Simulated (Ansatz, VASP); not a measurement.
**C in VASP and in Ansatz**

INCAR

```
SYSTEM = C
PREC = Accurate ; ENCUT = 600
EDIFF = 1E-6 ; ISMEAR = 0
SIGMA = 0.05 ; LREAL = .False.
LASPH = .True. ; NELM = 120
ALGO = Normal ; ISIF = 2
LWAVE = .False. ; LCHARG = .False.
GGA = PE ; NBANDS = 11
GGA_COMPAT = .False.
```

File KPOINTS:

```
regular mesh
0
Gamma
  10 10 10
  0 0 0
```

Contents of POSCAR:

```
C
1.0
    0.0000000000      1.7857710771      1.7857710771
    1.7857710771      0.0000000000      1.7857710771
    1.7857710771      1.7857710771      0.0000000000
C
2
Direct
    0.0000000000      0.0000000000      0.0000000000
    0.2500000000      0.2500000000      0.2500000000
```

Input for Ansatz:

```yaml
crystal:
  lattice:
    - [0.0, 1.7857710771, 1.7857710771]
    - [1.7857710771, 0.0, 1.7857710771]
    - [1.7857710771, 1.7857710771, 0.0]
  atoms:
    - { symbol: C, position: [0.0, 0.0, 0.0] }
    - { symbol: C, position: [0.25, 0.25, 0.25] }
basis:
  ecutwfc: 420
  ecutrho_ratio: 4
kpoints:
  mp_grid: { grid: [10, 10, 10] }
hamiltonian:
  xc: pbe
scf:
  occupations: { method: gaussian, width: 0.05 }
output:
  forces: true
  stress: true
  eigenvalues: true
```

Alike in both runs: task single point; functional PBE; k mesh 10 × 10 × 10; occupations gaussian, width 0.05 eV; no spin polarisation.

|  | VASP | Ansatz |
| --- | --- | --- |
| version | VASP 6.6.1 | Ansatz 0.2.0 |
| potentials or method | VASP PAW PBE potentials, release 64 (C), cutoff 600 eV | scalar-relativistic, plane waves, PAW |
| valence electrons in the cell | 8 | 8 |

|  | VASP | Ansatz | Ansatz less VASP |
| --- | --- | --- | --- |
| gap on the k mesh at the Fermi level (eV) | 4.16 | 4.17 | +0.008 |
| least direct gap on the mesh (eV) | 5.58 | 5.58 | +0.003 |
| pressure (GPa) | 0.0 | 0.0 | -0.01 |

With one functional, cell and mesh, what is left measures potentials, basis and numerics.
